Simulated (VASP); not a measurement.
# Rb3Pt (Pm-3m) in VASP: a series of runs

Rb3Pt is run at these levels: PBE; tasks: single point.

All numbers are computed with VASP 6.6.1; they aren't measurements. Logs are shortened: lines on timing, memory, paths and dates and some standing lists are left out, and cuts for length are marked.

### Step 1. The cell of the first run

It takes space group Pm-3m (No. 221, cubic). The conventional cell has a = 5.387 Å, b = 5.387 Å, c = 5.387 Å, α = 90.00°, β = 90.00°, γ = 90.00°. Pt (site symmetry m-3m) has 12 Rb at 3.81 Å within 5.0 Å. Within 5.0 Å of Rb (site symmetry 4/mmm) lie 4 Pt at 3.81 Å and 8 Rb at 3.81 Å.

### Step 2. Single point, PBE

INCAR

```
PREC = Accurate
ENCUT = 520
EDIFF = 1E-6
ISMEAR = -1
SIGMA = 0.05
LREAL = False
LASPH = True
NELM = 100
ALGO = Normal
ISIF = 2
LWAVE = False
LCHARG = False
GGA = PE
NBANDS = 26
```

KPOINTS

```
Automatic mesh
0
Gamma
  5 5 5
```

POSCAR

```
Rb3Pt
1.0
    5.3865382987      0.0000000000      0.0000000000
    0.0000000000      5.3865382987      0.0000000000
    0.0000000000      0.0000000000      5.3865382987
Pt Rb
1 3
Direct
    0.5000000000      0.5000000000      0.5000000000
    0.5000000000      0.0000000000      0.0000000000
    0.0000000000      0.5000000000      0.0000000000
    0.0000000000      0.0000000000      0.5000000000
```

Potentials or basis: VASP PAW PBE potentials, release 64 (Pt, Rb_sv).

Run with:

```sh
> cat potpaw_PBE.64/Pt/POTCAR potpaw_PBE.64/Rb_sv/POTCAR > POTCAR
> mpirun -np 1 vasp_std > vasp.out
```

OUTCAR:

```text
PREC = Accurate
   ENCUT = 520
   EDIFF = 1E-6
   ISMEAR = -1
   LREAL = False
   LASPH = True
   NELM = 100
   ISIF = 2
   GGA = PE

 ion  position               nearest neighbor table
   1  0.500  0.500  0.500-   2 3.81   3 3.81   4 3.81   2 3.81   3 3.81   2 3.81   4 3.81   2 3.81
                             3 3.81   4 3.81   3 3.81   4 3.81
   2  0.500  0.000  0.000-   1 3.81   3 3.81   4 3.81   1 3.81   4 3.81   1 3.81   3 3.81   1 3.81
                             3 3.81   4 3.81   4 3.81   3 3.81
   3  0.000  0.500  0.000-   1 3.81   2 3.81   4 3.81   1 3.81   4 3.81   2 3.81   4 3.81   4 3.81
                             1 3.81   2 3.81   1 3.81   2 3.81
   4  0.000  0.000  0.500-   1 3.81   2 3.81   3 3.81   2 3.81   3 3.81   1 3.81   3 3.81   3 3.81
                             1 3.81   2 3.81   2 3.81   1 3.81

  LATTYP: Found a simple cubic cell.
 ALAT       =     5.3865382987

  Lattice vectors:

 A1 = (   5.3865382987,   0.0000000000,   0.0000000000)
 A2 = (   0.0000000000,   5.3865382987,   0.0000000000)
 A3 = (   0.0000000000,   0.0000000000,   5.3865382987)

Analysis of symmetry for initial positions (statically):
=====================================================================
 Subroutine PRICEL returns:
 Original cell was already a primitive cell.

 Routine SETGRP: Setting up the symmetry group for a
 simple cubic supercell.

 Subroutine GETGRP returns: Found 48 space group operations
 (whereof 48 operations were pure point group operations)
 out of a pool of 48 trial point group operations.

The static configuration has the point symmetry O_h .

Analysis of symmetry for dynamics (positions and initial velocities):
=====================================================================
 Subroutine PRICEL returns:
 Original cell was already a primitive cell.

 Routine SETGRP: Setting up the symmetry group for a
 simple cubic supercell.

 Subroutine GETGRP returns: Found 48 space group operations
 (whereof 48 operations were pure point group operations)
 out of a pool of 48 trial point group operations.

The dynamic configuration has the point symmetry O_h .

 Subroutine INISYM returns: Found 48 space group operations
 (whereof 48 operations are pure point group operations),
 and found     1 'primitive' translations

----------------------------------------------------------------------------------------

                                     Primitive cell

  volume of cell :     156.2893

  direct lattice vectors                    reciprocal lattice vectors
     5.386538299  0.000000000  0.000000000     0.185647988  0.000000000  0.000000000
     0.000000000  5.386538299  0.000000000     0.000000000  0.185647988  0.000000000
     0.000000000  0.000000000  5.386538299     0.000000000  0.000000000  0.185647988

  length of vectors
     5.386538299  5.386538299  5.386538299     0.185647988  0.185647988  0.185647988

  position of ions in fractional coordinates (direct lattice)
     0.500000000  0.500000000  0.500000000
     0.500000000  0.000000000  0.000000000
     0.000000000  0.500000000  0.000000000
     0.000000000  0.000000000  0.500000000

  ion indices of the primitive-cell ions
   primitive index   ion index
                 1           1
                 2           2
                 3           3
                 4           4

----------------------------------------------------------------------------------------

 KPOINTS: Automatic mesh

Automatic generation of k-mesh.
 Grid dimensions read from file:
 generate k-points for:    5    5    5

 Generating k-lattice:

  Cartesian coordinates                     Fractional coordinates (reciprocal lattice)
     0.037129598  0.000000000  0.000000000     0.200000000  0.000000000  0.000000000
     0.000000000  0.037129598  0.000000000     0.000000000  0.200000000  0.000000000
     0.000000000  0.000000000  0.037129598     0.000000000  0.000000000  0.200000000

  Length of vectors
     0.037129598  0.037129598  0.037129598

  Shift w.r.t. Gamma in fractional coordinates (k-lattice)
     0.000000000  0.000000000  0.000000000

 Subroutine IBZKPT returns following result:
 ===========================================

 Found     10 irreducible k-points:

 Following reciprocal coordinates:
            Coordinates               Weight
  0.000000  0.000000  0.000000      1.000000
  0.200000  0.000000  0.000000      6.000000
  0.400000  0.000000  0.000000      6.000000
  0.200000  0.200000  0.000000     12.000000
  0.400000  0.200000  0.000000     24.000000
  0.400000  0.400000  0.000000     12.000000
  0.200000  0.200000  0.200000      8.000000
  0.400000  0.200000  0.200000     24.000000
  0.400000  0.400000  0.200000     24.000000
  0.400000  0.400000  0.400000      8.000000
   k-points           NKPTS =     10   k-points in BZ     NKDIM =     10   number of bands    NBANDS=     26
   number of dos      NEDOS =    301   number of ions     NIONS =      4
   total plane-waves  NPLWV =  64000
   dimension x,y,z NGX =    40 NGY =   40 NGZ =   40
   dimension x,y,z NGXF=    80 NGYF=   80 NGZF=   80
   ions per type =               1   3
   NGX,Y,Z   is equivalent  to a cutoff of  12.35, 12.35, 12.35 a.u.
   NGXF,Y,Z  is equivalent  to a cutoff of  24.69, 24.69, 24.69 a.u.
 SYSTEM =  unknown system
   PREC   = accura    normal or accurate (medium, high low for compatibility)
   ISTART =      0    job   : 0-new  1-cont  2-samecut
   ICHARG =      2    charge: 1-file 2-atom 10-const
   ISPIN  =      1    spin polarized calculation?
   LNONCOLLINEAR =      F non collinear calculations
   LSORBIT =      F    spin-orbit coupling
   LASPH  =      T    aspherical Exc in radial PAW
   ENCUT  =  520.0 eV  38.22 Ry    6.18 a.u.  10.02 10.02 10.02*2*pi/ulx,y,z
   NELM   =    100;   NELMIN=  2; NELMDL= -5     # of ELM steps
   EDIFF  = 0.1E-05   stopping-criterion for ELM
   LREAL  =      F    real-space projection
[... 7 lines left out ...]
   TEBEG  =    0.0;   TEEND  =   0.0 temperature during run
   PSTRESS=    0.0 pullay stress
   NELECT =      37.0000    total number of electrons
   NUPDOWN=      -1.0000    fix difference up-down
   EMIN   =  10.00;   EMAX   =-10.00  energy-range for DOS
   EFERMI =   0.00;   METHOD = LEGACY
   ISMEAR =    -1;   SIGMA  =   0.05  broadening in eV -4-tet -1-fermi 0-gaus
   EFERMI_NEDOS =   21; number of points for ismear=-14 and -15
   IALGO  =     38    algorithm
   IMIX   =      4    mixing-type and parameters
     AMIX     =   0.40;   BMIX     =  1.00
     AMIX_MAG =   1.60;   BMIX_MAG =  1.00
  volume/ion in A,a.u.               =      39.07       263.67
  Fermi-wavevector in a.u.,A,eV,Ry     =   1.012742  1.913806 13.954777  1.025647
  Thomas-Fermi vector in A             =   2.145870
   LORBIT       =      0    0 simple, 1 ext, 2 COOP (PROOUT), +10 PAW based schemes
   GGA     = PE    functional components
   LHFCALC =     F    Hartree Fock is set to
   AEXX    =    0.0000 exact exchange contribution
   IVDW    =     0    specifies the selected vdW correction
   LEPSILON=     F    determine dielectric tensor
   LRPA    =     F    only Hartree local field effects (RPA)
 non-spin polarized calculation
  energy-cutoff  :      520.00
  volume of cell :      156.29
 maximum number of plane-waves:      4221
   NGX = 21   NGY = 21   NGZ = 21

 number of electron      36.9999998 magnetization

 Free energy of the ion-electron system (eV)
  ---------------------------------------------------
  ext. energy  EPLUGINS =         0.00000000
  ---------------------------------------------------
  free energy    TOTEN  =        -7.96286083 eV

  energy without entropy =       -7.94190748  energy(sigma->0) =       -7.95238416

 E-fermi :   2.1431     XC(G=0):  -7.9531

 val. band max:        2.1100142122   @ k =   0.2000   0.2000   0.2000
 cond. band min:       2.1659199714   @ k =   0.4000   0.2000   0.2000
 fundamental gap:      0.0559057593
 Fermi energy:         2.1431240464

 k-point     1 :       0.0000    0.0000    0.0000
  band No.  band energies     occupation
      1     -26.3449      2.00000
      2     -26.2036      2.00000
      3     -26.2036      2.00000
      4     -10.8232      2.00000
      5     -10.8232      2.00000
      6     -10.8232      2.00000
[... 18 lines left out ...]
     25       5.5700      0.00000
     26       5.5700      0.00000

 k-point     2 :       0.2000    0.0000    0.0000
  band No.  band energies     occupation
      1     -26.3330      2.00000
      2     -26.2154      2.00000
      3     -26.2034      2.00000
      4     -10.7868      2.00000
      5     -10.7868      2.00000
      6     -10.7696      2.00000
[... 18 lines left out ...]
     25       5.8240      0.00000
     26       5.8240      0.00000

 k-point     3 :       0.4000    0.0000    0.0000
  band No.  band energies     occupation
      1     -26.3055      2.00000
      2     -26.2429      2.00000
      3     -26.2031      2.00000
      4     -10.7134      2.00000
      5     -10.7134      2.00000
      6     -10.6202      2.00000
[... 18 lines left out ...]
     25       6.2493      0.00000
     26       6.2666      0.00000

 k-point     4 :       0.2000    0.2000    0.0000
  band No.  band energies     occupation
      1     -26.3221      2.00000
      2     -26.2197      2.00000
      3     -26.2098      2.00000
      4     -10.8336      2.00000
      5     -10.7489      2.00000
      6     -10.6505      2.00000
[... 18 lines left out ...]
     25       5.5908      0.00000
     26       6.1987      0.00000

 k-point     5 :       0.4000    0.2000    0.0000
  band No.  band energies     occupation
      1     -26.2962      2.00000
      2     -26.2430      2.00000
      3     -26.2119      2.00000
      4     -10.8094      2.00000
      5     -10.6710      2.00000
      6     -10.5336      2.00000
[... 18 lines left out ...]
     25       5.9823      0.00000
     26       6.2207      0.00000

 k-point     6 :       0.4000    0.4000    0.0000
  band No.  band energies     occupation
      1     -26.2732      2.00000
      2     -26.2456      2.00000
      3     -26.2316      2.00000
      4     -10.8773      2.00000
      5     -10.6485      2.00000
      6     -10.5755      2.00000
[... 18 lines left out ...]
     25       5.4700      0.00000
     26       6.4613      0.00000

 k-point     7 :       0.2000    0.2000    0.2000
  band No.  band energies     occupation
      1     -26.3122      2.00000
      2     -26.2195      2.00000
      3     -26.2195      2.00000
      4     -10.9039      2.00000
      5     -10.6244      2.00000
      6     -10.6244      2.00000
[... 18 lines left out ...]
     25       5.5128      0.00000
     26       6.2835      0.00000

 k-point     8 :       0.4000    0.2000    0.2000
  band No.  band energies     occupation
      1     -26.2885      2.00000
      2     -26.2429      2.00000
      3     -26.2192      2.00000
      4     -10.9272      2.00000
      5     -10.5542      2.00000
      6     -10.5541      2.00000
[... 18 lines left out ...]
     25       5.7354      0.00000
     26       6.2706      0.00000

 k-point     9 :       0.4000    0.4000    0.2000
  band No.  band energies     occupation
      1     -26.2691      2.00000
      2     -26.2454      2.00000
      3     -26.2353      2.00000
      4     -11.0195      2.00000
      5     -10.6465      2.00000
      6     -10.5252      2.00000
[... 18 lines left out ...]
     25       5.3201      0.00000
     26       6.5453      0.00000

 k-point    10 :       0.4000    0.4000    0.4000
  band No.  band energies     occupation
      1     -26.2586      2.00000
      2     -26.2450      2.00000
      3     -26.2450      2.00000
      4     -11.1554      2.00000
      5     -10.6456      2.00000
      6     -10.6342      2.00000
[... 18 lines left out ...]
     25       5.1210      0.00000
     26       6.7910      0.00000

------------------------ aborting loop because EDIFF is reached ----------------------------------------

  FORCE on cell =-STRESS in cart. coord.  units (eV):
  Direction    XX          YY          ZZ          XY          YZ          ZX
  --------------------------------------------------------------------------------------
  -------------------------------------------------------------------------------------
  Total        0.5449168      0.5449168      0.5449168      0.0000000      0.0000000     -0.0000000
  in kB        5.5861361      5.5861361      5.5861361      0.0000000      0.0000000     -0.0000000
  external PRESSURE =       5.5861361 kB  Pullay stress =       0.0000000 kB

 VOLUME and BASIS-vectors are now :
 -----------------------------------------------------------------------------
  energy-cutoff  :      520.00
  volume of cell :      156.29
      direct lattice vectors                 reciprocal lattice vectors
     5.386538299  0.000000000  0.000000000     0.185647988  0.000000000  0.000000000
     0.000000000  5.386538299  0.000000000     0.000000000  0.185647988  0.000000000
     0.000000000  0.000000000  5.386538299     0.000000000  0.000000000  0.185647988

 POSITION                                       TOTAL-FORCE (eV/Angst)
 -----------------------------------------------------------------------------------
      2.69327      2.69327      2.69327         0.000000      0.000000      0.000000
      2.69327      0.00000      0.00000         0.000000      0.000000      0.000000
      0.00000      2.69327      0.00000         0.000000      0.000000      0.000000
      0.00000      0.00000      2.69327         0.000000      0.000000      0.000000
 -----------------------------------------------------------------------------------
    total drift:                               -0.000000      0.000000     -0.000000

  FREE ENERGIE OF THE ION-ELECTRON SYSTEM (eV)
  ---------------------------------------------------
  free  energy   TOTEN  =        -7.9628608304 eV

  energy  without entropy=       -7.9419074848  energy(sigma->0) =       -7.95238416
```

It took 16 s on 1 thread of Intel Xeon 6975P-C (Granite Rapids), shared host; peak memory 0.25 GiB.

Results:

```
Free energy            : -7.9629 eV
Pressure               : 0.6 GPa
Band gap on the k mesh : zero (an odd number of electrons rules out a gap without spin polarisation)
```

Caveat: spin-orbit coupling is left out, which moves the levels of the heavy elements.

### Step 3. Single point, PBE

This run uses another cell than the first one, of 39.90 Å³/atom.

INCAR

```
SYSTEM = Rb3Pt
ALGO = Normal
EDIFF = 1E-6
ENCUT = 520
GGA = PE
ISIF = 2
ISMEAR = -1
LASPH = .True.
LCHARG = .True.
LELF = .True.
LREAL = .False.
LVHAR = .True.
LWAVE = .False.
NBANDS = 26
NELM = 80
PREC = Accurate
SIGMA = 0.05
```

KPOINTS

```
k-points
0
Gamma
  5 5 5
  0 0 0
```

POSCAR

```
Rb3Pt
1.0
    5.4244729169      0.0000000000      0.0000000000
    0.0000000000      5.4244729169      0.0000000000
    0.0000000000      0.0000000000      5.4244729169
Pt Rb
1 3
Direct
    0.5000000000      0.5000000000      0.5000000000
    0.5000000000      0.0000000000      0.0000000000
    0.0000000000      0.5000000000      0.0000000000
    0.0000000000      0.0000000000      0.5000000000
```

Potentials or basis: VASP PAW PBE potentials, release 64 (Pt, Rb_sv).

Run with:

```sh
> cat potpaw_PBE.64/Pt/POTCAR potpaw_PBE.64/Rb_sv/POTCAR > POTCAR
> mpirun -np 1 vasp_std > vasp.out
```

Wall time 18 s (1 thread of Intel Xeon 6975P-C (Granite Rapids), shared host); peak memory 0.25 GiB.

The run converged. Its results:

| Property | Result |
| --- | --- |
| Free energy | -7.9719 eV |
| Pressure | 0.3 GPa |
| Band gap on the k mesh | zero (an odd number of electrons rules out a gap without spin polarisation) |

Levels at points of the mesh, in eV from the Fermi level:
```
           k point  band 17  band 18  band 19  band 20  band 21  band 22
(0.00, 0.00, 0.00)    -1.15    -1.15    -0.47     2.85     2.85     2.98
```

Caveat: spin-orbit coupling is left out, which moves the levels of the heavy elements.

### Step 4. Single point, PBE

This run uses another cell than the first one, of 40.73 Å³/atom.

INCAR

```
SYSTEM = Rb3Pt
  PREC = Accurate
  ENCUT = 520
  EDIFF = 1E-6
  ISMEAR = -1
  SIGMA = 0.05
  LREAL = .False.
  LASPH = .True.
  NELM = 100
  ALGO = Normal
  ISIF = 2
  LWAVE = .False.
  LCHARG = .True.
  GGA = PE
  LELF = .True.
  LVHAR = .True.
  NBANDS = 26
```

KPOINTS

```
Automatic mesh
0
Gamma
  5 5 5
  0 0 0
```

POSCAR

```
Rb3Pt
1.0
    5.4618842571      0.0000000000      0.0000000000
    0.0000000000      5.4618842571      0.0000000000
    0.0000000000      0.0000000000      5.4618842571
Pt Rb
1 3
Direct
    0.5000000000      0.5000000000      0.5000000000
    0.5000000000      0.0000000000      0.0000000000
    0.0000000000      0.5000000000      0.0000000000
    0.0000000000      0.0000000000      0.5000000000
```

Run with:

```sh
> cat potpaw_PBE.64/Pt/POTCAR potpaw_PBE.64/Rb_sv/POTCAR > POTCAR
> mpirun -np 1 vasp_std > vasp.out
```

Wall time 22 s (1 thread of Intel Xeon 6975P-C (Granite Rapids), shared host); peak memory 0.25 GiB.

It converged, with:

| Item | Value |
| --- | --- |
| Free energy | -7.9761 eV |
| Pressure | 0.1 GPa |
| Band gap on the k mesh | zero (an odd number of electrons rules out a gap without spin polarisation) |

Levels at points of the mesh, in eV from the Fermi level:
| k point | band 17 | band 18 | band 19 | band 20 | band 21 | band 22 |
| --- | --- | --- | --- | --- | --- | --- |
| (0.00, 0.00, 0.00) | -1.10 | -1.10 | -0.44 | 2.84 | 2.84 | 2.99 |

Caveat: spin-orbit coupling is left out, which moves the levels of the heavy elements.

### Step 5. The runs side by side

```tsv
cell	gap on the mesh (eV)	pressure (GPa)
a = 5.387 Å, 4 atoms	none	0.6
a = 5.424 Å, 4 atoms	none	0.3
a = 5.462 Å, 4 atoms	none	0.1
```

Alike in all rows: task single point; level PBE; potentials or basis VASP PAW PBE potentials, release 64 (Pt, Rb_sv); no spin polarisation; k mesh 5 × 5 × 5; cutoff (eV) 520; smearing fermi-dirac 0.05 eV.

Caveats: spin-orbit coupling is left out, which moves the levels of the heavy elements.

Total energies depend on the potentials used, so only differences within one code and one set of settings carry meaning.
